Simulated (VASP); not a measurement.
# HfN (I4mm) in VASP: notebook

The runs below take HfN through single point, with PBE.

Everything below comes from runs of VASP 6.6.1. Logs are shortened: lines on timing, memory, paths and dates and some standing lists are left out, and cuts for length are marked.

## 1. The cell of the first run

It takes space group I4mm (No. 107, tetragonal). The conventional cell has a = 3.216 Å, b = 3.216 Å, c = 4.548 Å, α = 90.00°, β = 90.00°, γ = 90.00°. Within 2.9 Å of Hf (site symmetry 4mm) lie 6 N at 2.19 to 2.36 Å. N (site symmetry 4mm) has 6 Hf at 2.19 to 2.36 Å within 2.9 Å.

## 2. Single point, PBE (mode 5 frozen in at -0.078 Å, normal strain along y +0.0000)

Input file INCAR:

```
SYSTEM = HfN
PREC = Accurate
ENCUT = 520
EDIFF = 1E-6
ISMEAR = 0
SIGMA = 0.15
LREAL = .FALSE.
LASPH = .TRUE.
NELM = 100
ALGO = Normal
ISIF = 2
LWAVE = .FALSE.
LCHARG = .FALSE.
GGA = PE
NBANDS = 14
```

Input file KPOINTS:

```
regular mesh
0
G
  16 16 16
  0 0 0
```

Input file POSCAR:

```
HfN
1.0
    0.0000000000      2.2738140414      2.2738140414
    2.2738140414      0.0000000000      2.2738140414
    2.2738140414      2.2738140414      0.0000000000
Hf N
1 1
Direct
    0.0013390996     -0.0013390996      0.0013390996
    0.4829361596      0.5170638404      0.4829361596
```

Potentials or basis: VASP PAW PBE potentials, release 64 (Hf_pv, N).

On the command line:

```console
$ cat potpaw_PBE.64/Hf_pv/POTCAR potpaw_PBE.64/N/POTCAR > POTCAR
$ mpirun -np 1 vasp_std > vasp.out
```

OUTCAR:

```text
SYSTEM = HfN
   PREC = Accurate
   ENCUT = 520
   EDIFF = 1E-6
   ISMEAR = 0
   LREAL = .FALSE.
   LASPH = .TRUE.
   NELM = 100
   ISIF = 2
   GGA = PE

 ion  position               nearest neighbor table
   1  0.001  0.999  0.001-   2 2.19   2 2.28   2 2.28   2 2.28   2 2.28   2 2.36
   2  0.483  0.517  0.483-   1 2.19   1 2.28   1 2.28   1 2.28   1 2.28   1 2.36

  LATTYP: Found a face centered cubic cell.
 ALAT       =     4.5476280828

  Lattice vectors:

 A1 = (   0.0000000000,   2.2738140414,   2.2738140414)
 A2 = (   2.2738140414,   0.0000000000,   2.2738140414)
 A3 = (   2.2738140414,   2.2738140414,   0.0000000000)

Analysis of symmetry for initial positions (statically):
=====================================================================
 Subroutine PRICEL returns:
 Original cell was already a primitive cell.

 Routine SETGRP: Setting up the symmetry group for a
 face centered cubic supercell.

 Subroutine GETGRP returns: Found  8 space group operations
 (whereof  8 operations were pure point group operations)
 out of a pool of 48 trial point group operations.

The static configuration has the point symmetry C_4v.

Analysis of symmetry for dynamics (positions and initial velocities):
=====================================================================
 Subroutine PRICEL returns:
 Original cell was already a primitive cell.

 Routine SETGRP: Setting up the symmetry group for a
 face centered cubic supercell.

 Subroutine GETGRP returns: Found  8 space group operations
 (whereof  8 operations were pure point group operations)
 out of a pool of 48 trial point group operations.

The dynamic configuration has the point symmetry C_4v.

 Subroutine INISYM returns: Found  8 space group operations
 (whereof  8 operations are pure point group operations),
 and found     1 'primitive' translations

----------------------------------------------------------------------------------------

                                     Primitive cell

  volume of cell :      23.5123

  direct lattice vectors                    reciprocal lattice vectors
     0.000000000  2.273814041  2.273814041    -0.219894851  0.219894851  0.219894851
     2.273814041  0.000000000  2.273814041     0.219894851 -0.219894851  0.219894851
     2.273814041  2.273814041  0.000000000     0.219894851  0.219894851 -0.219894851

  length of vectors
     3.215658656  3.215658656  3.215658656     0.380869054  0.380869054  0.380869054

  position of ions in fractional coordinates (direct lattice)
     0.001339100  0.998660900  0.001339100
     0.482936160  0.517063840  0.482936160

  ion indices of the primitive-cell ions
   primitive index   ion index
                 1           1
                 2           2

----------------------------------------------------------------------------------------

 KPOINTS: regular mesh

Automatic generation of k-mesh.
 Grid dimensions read from file:
 generate k-points for:   16   16   16

 Generating k-lattice:

  Cartesian coordinates                     Fractional coordinates (reciprocal lattice)
    -0.013743428  0.013743428  0.013743428     0.062500000  0.000000000  0.000000000
     0.013743428 -0.013743428  0.013743428     0.000000000  0.062500000  0.000000000
     0.013743428  0.013743428 -0.013743428     0.000000000  0.000000000  0.062500000

  Length of vectors
     0.023804316  0.023804316  0.023804316

  Shift w.r.t. Gamma in fractional coordinates (k-lattice)
     0.000000000  0.000000000  0.000000000

 Subroutine IBZKPT returns following result:
 ===========================================

 Found    349 irreducible k-points:

 Following reciprocal coordinates:
            Coordinates               Weight
  0.000000  0.000000  0.000000      1.000000
  0.062500  0.000000  0.000000      8.000000
  0.125000  0.000000  0.000000      8.000000
  0.187500  0.000000  0.000000      8.000000
  0.250000  0.000000  0.000000      8.000000
  0.312500  0.000000  0.000000      8.000000
[... 16 lines left out ...]
  0.062500  0.000000  0.437500      8.000000
  0.500000  0.062500  0.000000     16.000000
 [... further k-points ...]
   k-points           NKPTS =    349   k-points in BZ     NKDIM =    349   number of bands    NBANDS=     14
   number of dos      NEDOS =    301   number of ions     NIONS =      2
   total plane-waves  NPLWV =  13824
   dimension x,y,z NGX =    24 NGY =   24 NGZ =   24
   dimension x,y,z NGXF=    48 NGYF=   48 NGZF=   48
   ions per type =               1   1
   NGX,Y,Z   is equivalent  to a cutoff of  12.41, 12.41, 12.41 a.u.
   NGXF,Y,Z  is equivalent  to a cutoff of  24.82, 24.82, 24.82 a.u.
 SYSTEM =  HfN
   PREC   = accura    normal or accurate (medium, high low for compatibility)
   ISTART =      0    job   : 0-new  1-cont  2-samecut
   ICHARG =      2    charge: 1-file 2-atom 10-const
   ISPIN  =      1    spin polarized calculation?
   LNONCOLLINEAR =      F non collinear calculations
   LSORBIT =      F    spin-orbit coupling
   LASPH  =      T    aspherical Exc in radial PAW
   ENCUT  =  520.0 eV  38.22 Ry    6.18 a.u.   5.98  5.98  5.98*2*pi/ulx,y,z
   NELM   =    100;   NELMIN=  2; NELMDL= -5     # of ELM steps
   EDIFF  = 0.1E-05   stopping-criterion for ELM
   LREAL  =      F    real-space projection
   EDIFFG = 0.1E-04   stopping-criterion for IOM
   NSW    =      0    number of steps for IOM
   IBRION =     -1    ionic relax: 0-MD 1-quasi-New 2-CG
   NFREE  =      0    steps in history (QN), initial steepest desc. (CG)
   ISIF   =      2    stress and relaxation
   ISYM   =      2    0-nonsym 1-usesym 2-fastsym
   POTIM  = 0.5000    time-step for ionic-motion
   TEBEG  =    0.0;   TEEND  =   0.0 temperature during run
   PSTRESS=    0.0 pullay stress
   NELECT =      15.0000    total number of electrons
   NUPDOWN=      -1.0000    fix difference up-down
   EMIN   =  10.00;   EMAX   =-10.00  energy-range for DOS
   EFERMI =   0.00;   METHOD = LEGACY
   ISMEAR =     0;   SIGMA  =   0.15  broadening in eV -4-tet -1-fermi 0-gaus
   EFERMI_NEDOS =   21; number of points for ismear=-14 and -15
   IALGO  =     38    algorithm
   IMIX   =      4    mixing-type and parameters
     AMIX     =   0.40;   BMIX     =  1.00
     AMIX_MAG =   1.60;   BMIX_MAG =  1.00
  volume/ion in A,a.u.               =      11.76        79.33
  Fermi-wavevector in a.u.,A,eV,Ry     =   1.409311  2.663212 27.023330  1.986159
  Thomas-Fermi vector in A             =   2.531380
   LORBIT       =      0    0 simple, 1 ext, 2 COOP (PROOUT), +10 PAW based schemes
   GGA     = PE    functional components
   LHFCALC =     F    Hartree Fock is set to
   AEXX    =    0.0000 exact exchange contribution
   IVDW    =     0    specifies the selected vdW correction
   LEPSILON=     F    determine dielectric tensor
   LRPA    =     F    only Hartree local field effects (RPA)
 non-spin polarized calculation
 Gauss-broadening in eV      SIGMA  =   0.15
  energy-cutoff  :      520.00
  volume of cell :       23.51
 maximum number of plane-waves:       648
   NGX = 11   NGY = 11   NGZ = 11

 number of electron      15.0000000 magnetization

 Free energy of the ion-electron system (eV)
  ---------------------------------------------------
  ext. energy  EPLUGINS =         0.00000000
  ---------------------------------------------------
  free energy    TOTEN  =       -21.72218169 eV

  energy without entropy =      -21.71557893  energy(sigma->0) =      -21.71888031

 E-fermi :   8.2106     XC(G=0): -12.6266

 val. band max:        8.1989314598   @ k =   0.3750   0.1250   0.0000
 cond. band min:       8.2115375924   @ k =   0.1250   0.0000   0.3750
 fundamental gap:      0.0126061326
 Fermi energy:         8.2105989447

 k-point     1 :       0.0000    0.0000    0.0000
  band No.  band energies     occupation
      1     -23.0190      2.00000
      2     -23.0095      2.00000
      3     -23.0095      2.00000
      4      -9.1836      2.00000
      5       5.0999      2.00000
      6       5.0999      2.00000
      7       5.1062      2.00000
      8       7.8823      1.99803
      9       8.0005      1.95237
     10       8.0005      1.95237
     11       9.8065      0.00000
     12      10.1399      0.00000
     13      10.2840      0.00000
     14      17.7120      0.00000

 k-point     2 :       0.0625    0.0000    0.0000
  band No.  band energies     occupation
      1     -23.0509      2.00000
      2     -23.0180      2.00000
      3     -23.0127      2.00000
      4      -9.0972      2.00000
      5       4.6389      2.00000
      6       4.8928      2.00000
      7       4.9899      2.00000
      8       7.9287      1.99214
      9       8.1013      1.69734
     10       8.1324      1.53898
     11      10.0982      0.00000
     12      10.4450      0.00000
     13      10.5893      0.00000
     14      18.0125      0.00000

 k-point     3 :       0.1250    0.0000    0.0000
  band No.  band energies     occupation
      1     -23.1547      2.00000
      2     -23.0275      2.00000
      3     -23.0217      2.00000
      4      -8.8485      2.00000
      5       3.7855      2.00000
      6       4.3959      2.00000
      7       4.4804      2.00000
      8       8.1076      1.66869
      9       8.4004      0.07361
     10       8.4134      0.05592
     11      10.8381      0.00000
     12      11.2286      0.00000
     13      11.3656      0.00000
     14      18.8464      0.00000

 k-point     4 :       0.1875    0.0000    0.0000
  band No.  band energies     occupation
      1     -23.3064      2.00000
      2     -23.0409      2.00000
      3     -23.0351      2.00000
      4      -8.4681      2.00000
      5       2.7849      2.00000
      6       3.8060      2.00000
      7       3.8623      2.00000
      8       8.3517      0.18350
      9       8.8828      0.00000
     10       8.8838      0.00000
     11      11.7722      0.00000
     12      12.2731      0.00000
     13      12.3869      0.00000
     14      19.9963      0.00000

 k-point     5 :       0.2500    0.0000    0.0000
  band No.  band energies     occupation
      1     -23.4792      2.00000
      2     -23.0566      2.00000
      3     -23.0509      2.00000
      4      -8.0008      2.00000
      5       1.7852      2.00000
      6       3.2445      2.00000
      7       3.2801      2.00000
      8       8.7125      0.00000
      9       9.5189      0.00000
     10       9.5221      0.00000
     11      12.6708      0.00000
[... 276 lines left out ...]
 k-point    22 :       0.4375    0.0625    0.0000
  band No.  band energies     occupation
      1     -23.8372      2.00000
      2     -23.1065      2.00000
      3     -23.1001      2.00000
      4      -6.8412      2.00000
      5      -0.1518      2.00000
      6       2.2250      2.00000
      7       2.3951      2.00000
      8      10.0409      0.00000
      9      11.5064      0.00000
     10      11.7005      0.00000
     11      13.3139      0.00000
     12      15.8390      0.00000
     13      16.5051      0.00000
     14      19.7930      0.00000

 k-point    23 :       0.0625    0.0000    0.4375
  band No.  band energies     occupation
      1     -23.8380      2.00000
      2     -23.1051      2.00000
      3     -23.1009      2.00000
      4      -6.8398      2.00000
      5      -0.1521      2.00000
      6       2.2427      2.00000
      7       2.3747      2.00000
      8      10.0665      0.00000
      9      11.4874      0.00000
     10      11.7251      0.00000
     11      13.2704      0.00000
     12      15.7331      0.00000
     13      16.6278      0.00000
     14      19.8207      0.00000

 k-point    24 :       0.5000    0.0625    0.0000
  band No.  band energies     occupation
      1     -23.8869      2.00000
      2     -23.1140      2.00000
      3     -23.1032      2.00000
      4      -6.6501      2.00000
      5      -0.4273      2.00000
      6       2.1414      2.00000
      7       2.2310      2.00000
      8      10.8844      0.00000
      9      11.5483      0.00000
     10      11.8598      0.00000
     11      13.1550      0.00000
     12      16.5508      0.00000
     13      16.7967      0.00000
     14      19.6053      0.00000

 [... further k-points ...]
[... 5 lines left out ...]
  --------------------------------------------------------------------------------------
  -------------------------------------------------------------------------------------
  Total       -0.3312918      0.0413429     -0.3312918      0.0000000     -0.0000000      0.0000000
  in kB      -22.5749342      2.8171907    -22.5749342      0.0000000     -0.0000000      0.0000000
  external PRESSURE =     -14.1108925 kB  Pullay stress =       0.0000000 kB

 VOLUME and BASIS-vectors are now :
 -----------------------------------------------------------------------------
  energy-cutoff  :      520.00
  volume of cell :       23.51
      direct lattice vectors                 reciprocal lattice vectors
     0.000000000  2.273814041  2.273814041    -0.219894851  0.219894851  0.219894851
     2.273814041  0.000000000  2.273814041     0.219894851 -0.219894851  0.219894851
     2.273814041  2.273814041  0.000000000     0.219894851  0.219894851 -0.219894851

 POSITION                                       TOTAL-FORCE (eV/Angst)
 -----------------------------------------------------------------------------------
      2.27381      0.00609      2.27381         0.000000     -0.920153      0.000000
      2.27381      2.19621      2.27381         0.000000      0.920153      0.000000
 -----------------------------------------------------------------------------------
    total drift:                               -0.000000      0.000089     -0.000000

  FREE ENERGIE OF THE ION-ELECTRON SYSTEM (eV)
  ---------------------------------------------------
  free  energy   TOTEN  =       -21.7221816911 eV

  energy  without entropy=      -21.7155789276  energy(sigma->0) =      -21.71888031
```

Run time: 38 s. Hardware: 1 thread of Intel Xeon 6975P-C, shared host; peak memory 0.24 GiB.

What came out:

```yaml
Free_energy: -21.7222 eV
Pressure: -1.4 GPa
Largest_force: 0.920 eV/Å
```

Forces on the atoms (eV/Å):
```
Hf   0.000 -0.920  0.000
N    0.000  0.920  0.000
```

Caveat: the cell differs from its parent crystal (mode 5 frozen in at -0.078 Å, normal strain along y +0.0000); spin-orbit coupling is left out, which moves the levels of the heavy elements.

## 3. Single point, PBE (mode 5 frozen in at -0.039 Å, normal strain along y +0.0000)

Input file INCAR:

```
  ALGO = Normal
  EDIFF = 1E-6
  ENCUT = 520
  GGA = PE
  ISIF = 2
  ISMEAR = 0
  LASPH = T
  LCHARG = F
  LREAL = F
  LWAVE = F
  NBANDS = 14
  NELM = 80
  PREC = Accurate
  SIGMA = 0.15
```

Input file KPOINTS:

```
k-points
0
Gamma
  16 16 16
```

Input file POSCAR:

```
HfN
1.0
    0.0000000000      2.2738140414      2.2738140414
    2.2738140414      0.0000000000      2.2738140414
    2.2738140414      2.2738140414      0.0000000000
Hf N
1 1
Direct
    0.0006695498     -0.0006695498      0.0006695498
    0.4914680798      0.5085319202      0.4914680798
```

Potentials or basis: VASP PAW PBE potentials, release 64 (Hf_pv, N).

On the command line:

```console
$ cat potpaw_PBE.64/Hf_pv/POTCAR potpaw_PBE.64/N/POTCAR > POTCAR
$ mpirun -np 1 vasp_std > vasp.out
```

Run time: 37 s. Hardware: 1 thread of Intel Xeon 6975P-C, shared host; peak memory 0.24 GiB.

The run converged. Its results:

```
Free energy   : -21.7510 eV
Pressure      : -2.1 GPa
Largest force : 0.458 eV/Å
```

Forces in eV/Å, atoms in the order of the input:
```
Hf   0.000 -0.458  0.000
N    0.000  0.458  0.000
```

Stress tensor (GPa, compression positive):
```
-2.30  0.00  0.00
 0.00 -1.66  0.00
 0.00  0.00 -2.30
```

Levels at points of the mesh, in eV from the Fermi level:
```tsv
k point	band 6	band 7	band 8	band 9	band 10	band 11
(0.00, 0.00, 0.00)	-3.04	-3.03	-0.34	-0.31	-0.31	1.60
(0.50, 0.00, 0.00)	-6.09	-6.09	3.18	3.58	3.61	4.33
(0.50, 0.50, 0.00)	-4.01	-3.69	-3.40	4.00	5.35	5.37
(0.50, 0.00, 0.50)	-3.72	-3.69	-3.69	3.99	5.35	5.37
```

Caveat: the cell differs from its parent crystal (mode 5 frozen in at -0.039 Å, normal strain along y +0.0000); spin-orbit coupling is left out, which moves the levels of the heavy elements.

(Part 1 of 2 ends here.)
